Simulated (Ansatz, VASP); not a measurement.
One calculation of InSb, two programs

```xyz
2
Lattice="0.0000 3.2391 3.1743 3.2391 0.0000 3.1743 3.2391 3.2391 0.0000" Properties=species:S:1:pos:R:3 pbc="T T T"
In    0.0000    0.0000    0.0000
Sb    4.8586    4.8586    4.7615
```

Change from the starting cell: zz strain of -2 %.

Alike in both runs: task single point; functional LDA; k mesh 10 × 10 × 10; occupations fermi-dirac, width 0.03 eV; no spin polarisation.

|  | VASP | Ansatz |
| --- | --- | --- |
| version | VASP 6.6.1 | Ansatz 0.2.0 |
| potentials or method | VASP PAW LDA potentials, release 64 (In_d, Sb), cutoff 520 eV | all-electron LAPW, scalar-relativistic |

|  | VASP | Ansatz | Ansatz less VASP |
| --- | --- | --- | --- |
| pressure (GPa) | 0.4 | 0.3 | -0.07 |
| traceless stress, the component that is largest in VASP (GPa) | 0.37 | 0.37 | -0.001 |

LDA's correlation is that of Perdew and Zunger in VASP and of Perdew and Wang (1992) in Ansatz. Ansatz ran all-electron here, and VASP with PAW potentials.

Spin-orbit coupling is off throughout.
